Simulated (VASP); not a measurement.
# MgSi (P4/mmm) in VASP: single point with r2SCAN

Aim: the single point of MgSi with r2SCAN.

All numbers are computed with VASP 6.6.1; they aren't measurements. Logs are shortened: lines on timing, memory, paths and dates and some standing lists are left out, and cuts for length are marked.

**1. The cell of the first run**

The structure is tetragonal, space group P4/mmm (No. 123). The conventional cell has a = 3.133 Å, b = 3.133 Å, c = 3.536 Å, α = 90.00°, β = 90.00°, γ = 90.00°. Within 3.7 Å of Mg (site symmetry 4/mmm) lie 8 Si at 2.83 Å and 6 Mg at 3.13 to 3.54 Å. Within 3.7 Å of Si (site symmetry 4/mmm) lie 8 Mg at 2.83 Å and 6 Si at 3.13 to 3.54 Å.

**2. Single point, r2SCAN**

File POSCAR:

```
MgSi
1.0
    3.1329724629      0.0000000000      0.0000000000
    0.0000000000      3.1329724629      0.0000000000
    0.0000000000      0.0000000000      3.5362261907
Mg Si
1 1
Direct
    0.0000000000      0.0000000000      0.0000000000
    0.5000000000      0.5000000000      0.5000000000
```

File INCAR.step1:

```
SYSTEM = MgSi
PREC = Accurate ; ENCUT = 520
ISMEAR = 0 ; SIGMA = 0.15
LREAL = .False. ; LASPH = .True.
NELM = 80 ; NBANDS = 10
GGA = PE ; ALGO = Normal
EDIFF = 1E-4 ; LWAVE = .True.
LCHARG = .False.
```

File INCAR.step2:

```
SYSTEM = MgSi
PREC = Accurate ; ENCUT = 520
EDIFF = 1E-6 ; ISMEAR = 0
SIGMA = 0.15 ; LREAL = .False.
LASPH = .True. ; NELM = 80
ALGO = Normal ; ISIF = 2
LWAVE = .False. ; LCHARG = .True.
METAGGA = R2SCAN ; LMIXTAU = .True.
LELF = .True. ; LVHAR = .True.
NBANDS = 10 ; ISTART = 1
```

File KPOINTS:

```
regular mesh
0
Gamma
  18 18 14
  0 0 0
```

Potentials or basis: VASP PAW PBE potentials, release 64 (Mg, Si).

Launch:

```bash
cat potpaw_PBE.64/Mg/POTCAR potpaw_PBE.64/Si/POTCAR > POTCAR
cp INCAR.step1 INCAR
mpirun -np 1 vasp_std > vasp.out
cp INCAR.step2 INCAR
mpirun -np 1 vasp_std > vasp.out
```

OUTCAR:

```text
SYSTEM = MgSi
   PREC = Accurate
   ENCUT = 520
   EDIFF = 1E-6
   ISMEAR = 0
   LREAL = .False.
   LASPH = .True.
   NELM = 80
   ISIF = 2
   METAGGA = R2SCAN
   ISTART = 1

 ion  position               nearest neighbor table
   1  0.000  0.000  0.000-   2 2.83   2 2.83   2 2.83   2 2.83   2 2.83   2 2.83   2 2.83   2 2.83

   2  0.500  0.500  0.500-   1 2.83   1 2.83   1 2.83   1 2.83   1 2.83   1 2.83   1 2.83   1 2.83

  LATTYP: Found a simple tetragonal cell.
 ALAT       =     3.1329724629
 C/A-ratio  =     1.1287128223

  Lattice vectors:

 A1 = (   3.1329724629,   0.0000000000,   0.0000000000)
 A2 = (   0.0000000000,   3.1329724629,   0.0000000000)
 A3 = (   0.0000000000,   0.0000000000,   3.5362261907)

Analysis of symmetry for initial positions (statically):
=====================================================================
 Subroutine PRICEL returns:
 Original cell was already a primitive cell.

 Routine SETGRP: Setting up the symmetry group for a
 simple tetragonal supercell.

 Subroutine GETGRP returns: Found 16 space group operations
 (whereof 16 operations were pure point group operations)
 out of a pool of 16 trial point group operations.

The static configuration has the point symmetry D_4h.

Analysis of symmetry for dynamics (positions and initial velocities):
=====================================================================
 Subroutine PRICEL returns:
 Original cell was already a primitive cell.

 Routine SETGRP: Setting up the symmetry group for a
 simple tetragonal supercell.

 Subroutine GETGRP returns: Found 16 space group operations
 (whereof 16 operations were pure point group operations)
 out of a pool of 16 trial point group operations.

The dynamic configuration has the point symmetry D_4h.

 Subroutine INISYM returns: Found 16 space group operations
 (whereof 16 operations are pure point group operations),
 and found     1 'primitive' translations

----------------------------------------------------------------------------------------

                                     Primitive cell

  volume of cell :      34.7099

  direct lattice vectors                    reciprocal lattice vectors
     3.132972463  0.000000000  0.000000000     0.319185697  0.000000000  0.000000000
     0.000000000  3.132972463  0.000000000     0.000000000  0.319185697  0.000000000
     0.000000000  0.000000000  3.536226191     0.000000000  0.000000000  0.282787341

  length of vectors
     3.132972463  3.132972463  3.536226191     0.319185697  0.319185697  0.282787341
[... 88 lines left out ...]
   ISYM   =      2    0-nonsym 1-usesym 2-fastsym
   POTIM  = 0.5000    time-step for ionic-motion
   TEBEG  =    0.0;   TEEND  =   0.0 temperature during run
   PSTRESS=    0.0 pullay stress
   NELECT =       6.0000    total number of electrons
   NUPDOWN=      -1.0000    fix difference up-down
   EMIN   =  10.00;   EMAX   =-10.00  energy-range for DOS
   EFERMI =   0.00;   METHOD = LEGACY
   ISMEAR =     0;   SIGMA  =   0.15  broadening in eV -4-tet -1-fermi 0-gaus
   EFERMI_NEDOS =   21; number of points for ismear=-14 and -15
   IALGO  =     38    algorithm
   IMIX   =      4    mixing-type and parameters
     AMIX     =   0.40;   BMIX     =  1.00
     AMIX_MAG =   1.60;   BMIX_MAG =  1.00
  volume/ion in A,a.u.               =      17.35       117.12
  Fermi-wavevector in a.u.,A,eV,Ry     =   0.911957  1.723348 11.315488  0.831665
  Thomas-Fermi vector in A             =   2.036296
   LORBIT       =      0    0 simple, 1 ext, 2 COOP (PROOUT), +10 PAW based schemes
   METAGGA = R2SCAN    functional components
   LHFCALC =     F    Hartree Fock is set to
   AEXX    =    0.0000 exact exchange contribution
   IVDW    =     0    specifies the selected vdW correction
   LEPSILON=     F    determine dielectric tensor
   LRPA    =     F    only Hartree local field effects (RPA)
 non-spin polarized calculation
 Gauss-broadening in eV      SIGMA  =   0.15
  energy-cutoff  :      520.00
  volume of cell :       34.71
 maximum number of plane-waves:       968
 NGX is ok and might be reduce to    24
   NGX = 11   NGY = 11   NGZ = 13

 number of electron       6.0000000 magnetization

 Free energy of the ion-electron system (eV)
  ---------------------------------------------------
  ext. energy  EPLUGINS =         0.00000000
  ---------------------------------------------------
  free energy    TOTEN  =       -12.50872858 eV

  energy without entropy =      -12.50010484  energy(sigma->0) =      -12.50441671

 E-fermi :   6.1176     XC(G=0): -10.5027

 val. band max:        6.1156305380   @ k =   0.3889   0.0000   0.4286
 cond. band min:       6.1258585338   @ k =   0.1667   0.1111   0.2857
 fundamental gap:      0.0102279959
 Fermi energy:         6.1176387143

 k-point     1 :       0.0000    0.0000    0.0000
  band No.  band energies     occupation
      1      -5.6760      2.00000
      2       5.6759      1.99997
      3       8.3127      0.00000
      4       8.6190      0.00000
      5       8.6190      0.00000
      6      10.3491      0.00000
      7      12.7861      0.00000
      8      19.3828      0.00000
      9      19.3828      0.00000
     10      21.2177      0.00000
[... 287 lines left out ...]
 k-point    24 :       0.3333    0.1111    0.0000
  band No.  band energies     occupation
      1      -3.8752      2.00000
      2       1.8442      2.00000
      3       7.0999      0.00000
      4       7.9691      0.00000
      5      10.2962      0.00000
      6      13.3052      0.00000
      7      13.9058      0.00000
      8      15.1964      0.00000
      9      15.6960      0.00000
     10      18.9948      0.00000

 [... further k-points ...]

------------------------ aborting loop because EDIFF is reached ----------------------------------------

  FORCE on cell =-STRESS in cart. coord.  units (eV):
  Direction    XX          YY          ZZ          XY          YZ          ZX
  --------------------------------------------------------------------------------------
  -------------------------------------------------------------------------------------
  Total       -0.1760627     -0.1760627      1.2075543      0.0000000      0.0000000      0.0000000
  in kB       -8.1268971     -8.1268971     55.7396256      0.0000000      0.0000000      0.0000000
  external PRESSURE =      13.1619438 kB  Pullay stress =       0.0000000 kB

 VOLUME and BASIS-vectors are now :
 -----------------------------------------------------------------------------
  energy-cutoff  :      520.00
  volume of cell :       34.71
      direct lattice vectors                 reciprocal lattice vectors
     3.132972463  0.000000000  0.000000000     0.319185697  0.000000000  0.000000000
     0.000000000  3.132972463  0.000000000     0.000000000  0.319185697  0.000000000
     0.000000000  0.000000000  3.536226191     0.000000000  0.000000000  0.282787341

 POSITION                                       TOTAL-FORCE (eV/Angst)
 -----------------------------------------------------------------------------------
      0.00000      0.00000      0.00000         0.000000      0.000000      0.000000
      1.56649      1.56649      1.76811         0.000000      0.000000      0.000000
 -----------------------------------------------------------------------------------
    total drift:                               -0.000000     -0.000000     -0.000000

  FREE ENERGIE OF THE ION-ELECTRON SYSTEM (eV)
  ---------------------------------------------------
  free  energy   TOTEN  =       -12.5087285816 eV

  energy  without entropy=      -12.5001048389  energy(sigma->0) =      -12.50441671
```

Run time: 3.2 min. Hardware: 1 thread of Intel Xeon Platinum 8488C (Sapphire Rapids), shared host; peak memory 0.29 GiB.

Results:

```
Free energy            : -12.5087 eV
Pressure               : 1.3 GPa
Band gap on the k mesh : zero (bands 3 and 4 overlap by 5.75 eV)
```

Caveat: the PAW data sets were made with another functional, which shifts forces and pressure a little.
